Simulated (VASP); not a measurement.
# InP (F-43m) in VASP: notebook

InP is run at these levels: PBE, PBE+D3(BJ); tasks: single point.

Program: VASP 6.6.1. These are calculated values, not measurements. Logs are shortened: lines on timing, memory, paths and dates and some standing lists are left out, and cuts for length are marked.

## 1. The cell of the first run

Symmetry: F-43m, No. 216, cubic system. Conventional cell: a = 5.904 Å, b = 5.904 Å, c = 5.904 Å, α = 90.00°, β = 90.00°, γ = 90.00°. Within 3.4 Å of In (site symmetry -43m) lie 4 P at 2.56 Å. P (site symmetry -43m) has 4 In at 2.56 Å within 3.4 Å.

## 2. Single point, PBE

INCAR reads:

```
SYSTEM = InP
ALGO = Normal ; EDIFF = 1E-6
ENCUT = 500 ; GGA = PE
GGA_COMPAT = .False. ; ISIF = 2
ISMEAR = 0 ; LASPH = .True.
LCHARG = .False. ; LREAL = .False.
LWAVE = .False. ; NBANDS = 16
NELECT = 18.1 ; NELM = 120
PREC = Accurate ; SIGMA = 0.1
```

KPOINTS reads:

```
k-points
0
Gamma
  2 2 2
  0 0 0
```

POSCAR reads:

```
InP
1.0
    0.0000000000      2.9519763857      2.9519763857
    2.9519763857      0.0000000000      2.9519763857
    2.9519763857      2.9519763857      0.0000000000
In P
1 1
Direct
    0.0000000000      0.0000000000      0.0000000000
    0.2500000000      0.2500000000      0.2500000000
```

Potentials or basis: VASP PAW PBE potentials, release 64 (In_d, P).

Command:

```console
$ cat potpaw_PBE.64/In_d/POTCAR potpaw_PBE.64/P/POTCAR > POTCAR
$ mpirun -np 1 vasp_std > vasp.out
```

OUTCAR:

```text
SYSTEM = InP
   EDIFF = 1E-6
   ENCUT = 500
   GGA = PE
   ISIF = 2
   ISMEAR = 0
   LASPH = .True.
   LREAL = .False.
   NELECT = 18.1
   NELM = 120
   PREC = Accurate

 ion  position               nearest neighbor table
   1  0.000  0.000  0.000-   2 2.56   2 2.56   2 2.56   2 2.56
   2  0.250  0.250  0.250-   1 2.56   1 2.56   1 2.56   1 2.56

  LATTYP: Found a face centered cubic cell.
 ALAT       =     5.9039527714

  Lattice vectors:

 A1 = (   0.0000000000,   2.9519763857,   2.9519763857)
 A2 = (   2.9519763857,   0.0000000000,   2.9519763857)
 A3 = (   2.9519763857,   2.9519763857,   0.0000000000)

Analysis of symmetry for initial positions (statically):
=====================================================================
 Subroutine PRICEL returns:
 Original cell was already a primitive cell.

 Routine SETGRP: Setting up the symmetry group for a
 face centered cubic supercell.

 Subroutine GETGRP returns: Found 24 space group operations
 (whereof 24 operations were pure point group operations)
 out of a pool of 48 trial point group operations.

The static configuration has the point symmetry T_d .

Analysis of symmetry for dynamics (positions and initial velocities):
=====================================================================
 Subroutine PRICEL returns:
 Original cell was already a primitive cell.

 Routine SETGRP: Setting up the symmetry group for a
 face centered cubic supercell.

 Subroutine GETGRP returns: Found 24 space group operations
 (whereof 24 operations were pure point group operations)
 out of a pool of 48 trial point group operations.

The dynamic configuration has the point symmetry T_d .

 Subroutine INISYM returns: Found 24 space group operations
 (whereof 24 operations are pure point group operations),
 and found     1 'primitive' translations

----------------------------------------------------------------------------------------

                                     Primitive cell

  volume of cell :      51.4480

  direct lattice vectors                    reciprocal lattice vectors
     0.000000000  2.951976386  2.951976386    -0.169378049  0.169378049  0.169378049
     2.951976386  0.000000000  2.951976386     0.169378049 -0.169378049  0.169378049
     2.951976386  2.951976386  0.000000000     0.169378049  0.169378049 -0.169378049

  length of vectors
     4.174725040  4.174725040  4.174725040     0.293371386  0.293371386  0.293371386

  position of ions in fractional coordinates (direct lattice)
     0.000000000  0.000000000  0.000000000
     0.250000000  0.250000000  0.250000000

  ion indices of the primitive-cell ions
   primitive index   ion index
                 1           1
                 2           2

----------------------------------------------------------------------------------------

 KPOINTS: k-points

Automatic generation of k-mesh.
 Grid dimensions read from file:
 generate k-points for:    2    2    2

 Generating k-lattice:

  Cartesian coordinates                     Fractional coordinates (reciprocal lattice)
    -0.084689024  0.084689024  0.084689024     0.500000000  0.000000000  0.000000000
     0.084689024 -0.084689024  0.084689024     0.000000000  0.500000000  0.000000000
     0.084689024  0.084689024 -0.084689024     0.000000000  0.000000000  0.500000000

  Length of vectors
     0.146685693  0.146685693  0.146685693

  Shift w.r.t. Gamma in fractional coordinates (k-lattice)
     0.000000000  0.000000000  0.000000000

 Subroutine IBZKPT returns following result:
 ===========================================

 Found      3 irreducible k-points:

 Following reciprocal coordinates:
            Coordinates               Weight
  0.000000  0.000000  0.000000      1.000000
  0.500000  0.000000  0.000000      4.000000
  0.500000  0.500000  0.000000      3.000000
   k-points           NKPTS =      3   k-points in BZ     NKDIM =      3   number of bands    NBANDS=     16
   number of dos      NEDOS =    301   number of ions     NIONS =      2
   total plane-waves  NPLWV =  27000
   dimension x,y,z NGX =    30 NGY =   30 NGZ =   30
   dimension x,y,z NGXF=    60 NGYF=   60 NGZF=   60
   ions per type =               1   1
   NGX,Y,Z   is equivalent  to a cutoff of  11.95, 11.95, 11.95 a.u.
   NGXF,Y,Z  is equivalent  to a cutoff of  23.89, 23.89, 23.89 a.u.
 SYSTEM =  InP
   PREC   = accura    normal or accurate (medium, high low for compatibility)
   ISTART =      0    job   : 0-new  1-cont  2-samecut
   ICHARG =      2    charge: 1-file 2-atom 10-const
   ISPIN  =      1    spin polarized calculation?
   LNONCOLLINEAR =      F non collinear calculations
   LSORBIT =      F    spin-orbit coupling
   LASPH  =      T    aspherical Exc in radial PAW
   ENCUT  =  500.0 eV  36.75 Ry    6.06 a.u.   7.61  7.61  7.61*2*pi/ulx,y,z
   NELM   =    120;   NELMIN=  2; NELMDL= -5     # of ELM steps
   EDIFF  = 0.1E-05   stopping-criterion for ELM
   LREAL  =      F    real-space projection
   EDIFFG = 0.1E-04   stopping-criterion for IOM
   NSW    =      0    number of steps for IOM
   IBRION =     -1    ionic relax: 0-MD 1-quasi-New 2-CG
   NFREE  =      0    steps in history (QN), initial steepest desc. (CG)
   ISIF   =      2    stress and relaxation
   ISYM   =      2    0-nonsym 1-usesym 2-fastsym
   POTIM  = 0.5000    time-step for ionic-motion
   TEBEG  =    0.0;   TEEND  =   0.0 temperature during run
   PSTRESS=    0.0 pullay stress
   NELECT =      18.1000    total number of electrons
   NUPDOWN=      -1.0000    fix difference up-down
   EMIN   =  10.00;   EMAX   =-10.00  energy-range for DOS
   EFERMI =   0.00;   METHOD = LEGACY
   ISMEAR =     0;   SIGMA  =   0.10  broadening in eV -4-tet -1-fermi 0-gaus
   EFERMI_NEDOS =   21; number of points for ismear=-14 and -15
   IALGO  =     38    algorithm
   IMIX   =      4    mixing-type and parameters
     AMIX     =   0.40;   BMIX     =  1.00
     AMIX_MAG =   1.60;   BMIX_MAG =  1.00
  volume/ion in A,a.u.               =      25.72       173.59
  Fermi-wavevector in a.u.,A,eV,Ry     =   1.155699  2.183955 18.172494  1.335641
  Thomas-Fermi vector in A             =   2.292326
   LORBIT       =      0    0 simple, 1 ext, 2 COOP (PROOUT), +10 PAW based schemes
   GGA     = PE    functional components
   LHFCALC =     F    Hartree Fock is set to
   AEXX    =    0.0000 exact exchange contribution
   IVDW    =     0    specifies the selected vdW correction
   LEPSILON=     F    determine dielectric tensor
   LRPA    =     F    only Hartree local field effects (RPA)
 non-spin polarized calculation
 Gauss-broadening in eV      SIGMA  =   0.10
  energy-cutoff  :      500.00
  volume of cell :       51.45
 maximum number of plane-waves:      1308
   NGX = 15   NGY = 15   NGZ = 15

 number of electron      18.0999997 magnetization

 Free energy of the ion-electron system (eV)
  ---------------------------------------------------
  ext. energy  EPLUGINS =         0.00000000
  ---------------------------------------------------
  free energy    TOTEN  =        -6.03215291 eV

  energy without entropy =       -6.02532327  energy(sigma->0) =       -6.02873809

 E-fermi :   5.7769     XC(G=0):  -9.0670

 val. band max:        5.3411475248   @ k =   0.0000   0.0000   0.0000
 cond. band min:       5.7948392787   @ k =   0.0000   0.0000   0.0000
 fundamental gap:      0.4536917539
 Fermi energy:         5.7769249334

 k-point     1 :       0.0000    0.0000    0.0000
  band No.  band energies     occupation
      1      -9.2018      2.00000
      2      -9.2018      2.00000
      3      -9.2018      2.00000
      4      -9.0783      2.00000
      5      -9.0783      2.00000
      6      -6.0863      2.00000
[... 8 lines left out ...]
     15      14.5215      0.00000
     16      14.5215      0.00000

 k-point     2 :       0.5000    0.0000    0.0000
  band No.  band energies     occupation
      1      -9.2904      2.00000
      2      -9.1686      2.00000
      3      -9.1686      2.00000
      4      -9.0641      2.00000
      5      -9.0641      2.00000
      6      -4.3829      2.00000
[... 8 lines left out ...]
     15      15.7324      0.00000
     16      15.7324      0.00000

 k-point     3 :       0.5000    0.5000    0.0000
  band No.  band energies     occupation
      1      -9.3500      2.00000
      2      -9.1235      2.00000
      3      -9.1077      2.00000
      4      -9.1077      2.00000
      5      -9.0463      2.00000
      6      -3.7080      2.00000
[... 8 lines left out ...]
     15      15.9064      0.00000
     16      16.9577      0.00000

------------------------ aborting loop because EDIFF is reached ----------------------------------------

  FORCE on cell =-STRESS in cart. coord.  units (eV):
  Direction    XX          YY          ZZ          XY          YZ          ZX
  --------------------------------------------------------------------------------------
  -------------------------------------------------------------------------------------
  Total        3.4067342      3.4067342      3.4067342      0.0000000     -0.0000000      0.0000000
  in kB      106.0914043    106.0914043    106.0914043      0.0000000     -0.0000000      0.0000000
  external PRESSURE =     106.0914043 kB  Pullay stress =       0.0000000 kB

 VOLUME and BASIS-vectors are now :
 -----------------------------------------------------------------------------
  energy-cutoff  :      500.00
  volume of cell :       51.45
      direct lattice vectors                 reciprocal lattice vectors
     0.000000000  2.951976386  2.951976386    -0.169378049  0.169378049  0.169378049
     2.951976386  0.000000000  2.951976386     0.169378049 -0.169378049  0.169378049
     2.951976386  2.951976386  0.000000000     0.169378049  0.169378049 -0.169378049

 POSITION                                       TOTAL-FORCE (eV/Angst)
 -----------------------------------------------------------------------------------
      0.00000      0.00000      0.00000         0.000000      0.000000      0.000000
      1.47599      1.47599      1.47599        -0.000000     -0.000000     -0.000000
 -----------------------------------------------------------------------------------
    total drift:                               -0.000000     -0.000000     -0.000000

  FREE ENERGIE OF THE ION-ELECTRON SYSTEM (eV)
  ---------------------------------------------------
  free  energy   TOTEN  =        -6.0321529087 eV

  energy  without entropy=       -6.0253232730  energy(sigma->0) =       -6.02873809
```

It took 7.2 s on 1 thread of Intel Xeon 8259CL, shared host; peak memory 0.16 GiB.

What came out:

```
Free energy : -6.0322 eV
```

Caveat: the k points lie up to 0.92 Å⁻¹ apart; the cell carries a net charge on a neutralising background, which shifts energy and pressure; the cell is charged against a uniform background, so pressure and absolute levels hang on convention; spin-orbit coupling is left out, which moves the levels of the heavy elements.

(Continued in part 2 of 3.)
